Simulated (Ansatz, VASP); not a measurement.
# Cd: VASP beside Ansatz

```
CELL_PARAMETERS angstrom
0.00000 2.15735 2.15735
2.15735 0.00000 2.15735
2.15735 2.15735 0.00000
ATOMIC_POSITIONS crystal
Cd 0.00000 0.00000 0.00000
```

Alike in both runs: task single point; functional PBE; k mesh 16 × 16 × 16; occupations gaussian, width 0.1 eV; no spin polarisation.

|  | VASP | Ansatz |
| --- | --- | --- |
| version | VASP 6.6.1 | Ansatz 0.2.0 |
| potentials or method | VASP PAW PBE potentials, release 64 (Cd), cutoff 520 eV | scalar-relativistic, plane waves, PAW |
| valence electrons in the cell | 12 | 20 |

|  | VASP | Ansatz | Ansatz less VASP |
| --- | --- | --- | --- |
| gap on the k mesh at the Fermi level (eV) | none | none | - |
| pressure (GPa) | 8.3 | 7.8 | -0.43 |

A gap of «none» marks a metal or a gap that the smearing closes. With one functional, cell and mesh, what is left measures potentials, basis and numerics. VASP's potentials hold 12 valence electrons a cell and Ansatz's 20, so a difference there can come from the potentials and not from the codes.
